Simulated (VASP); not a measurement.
## HfSiO4: single point with LDA

HfSiO4:

```
Hf Si O
1.0
    -3.26195    3.26195    2.96162
     3.26195   -3.26195    2.96162
     3.26195    3.26195   -2.96162
Hf Si O
2 2 8
Direct
  0.00000 0.00000 0.00000
  0.75000 0.25000 0.50000
  0.25000 0.75000 0.50000
  0.50000 0.50000 0.00000
  0.13300 0.31806 0.81494
  0.06806 0.75311 0.68506
  0.06806 0.38300 0.31494
  0.50311 0.31806 0.18506
  0.68194 0.49689 0.81494
  0.61700 0.93194 0.68506
  0.24689 0.93194 0.31494
  0.68194 0.86700 0.18506
```

```yaml
Program: VASP 6.6.1
Task: single point
Functional: LDA
Potentials_or_basis: VASP PAW LDA potentials, release 64 (Hf_pv, Si, O)
Cutoff: 520 eV
k_mesh: 6 × 6 × 6
Occupations: gaussian, width 0.02 eV
Spin: no spin polarisation
```

```yaml
Pressure: -1.1 GPa
Largest_force: 0.202 eV/Å
Band_gap_on_the_k_mesh: 5.37 eV (least direct gap 5.75 eV)
```

Forces in eV/Å, atoms in the order of the input:
```
Hf   0.000  0.000  0.000
Hf   0.000  0.000  0.000
Si   0.000  0.000  0.000
Si   0.000  0.000  0.000
O    0.000 -0.145 -0.141
O    0.145  0.000 -0.141
O   -0.145  0.000 -0.141
O    0.000  0.145 -0.141
O   -0.145  0.000  0.141
O    0.000  0.145  0.141
O    0.000 -0.145  0.141
O    0.145  0.000  0.141
```

Stress tensor (GPa, compression positive):
```
-1.29  0.00  0.00
 0.00 -1.29  0.00
 0.00  0.00 -0.84
```

Levels at points of the mesh, in eV from the valence-band top:
```
           k point  band 35  band 36  band 37  band 38  band 39  band 40  band 41  band 42
(0.00, 0.00, 0.00)    -0.58    -0.56    -0.56     0.00     5.80     6.13     6.19     6.29
(0.50, 0.00, 0.00)    -0.98    -0.86    -0.28    -0.18     5.67     5.84     6.67     6.85
(0.50, 0.50, 0.00)    -0.97    -0.97    -0.64    -0.64     5.37     5.37     6.57     6.57
(0.50, 0.50, 0.50)    -1.14    -1.14    -0.86    -0.86     6.33     6.33     6.70     6.70
```

It took 4 min on 1 thread of Intel(R) Xeon(R) Platinum 8375C CPU @ 2.90GHz (Ice Lake), with other jobs on the host, peak memory 0.3 GiB.

Caveat: spin-orbit coupling is left out, which moves the levels of the heavy elements. A k mesh can miss the band edges.
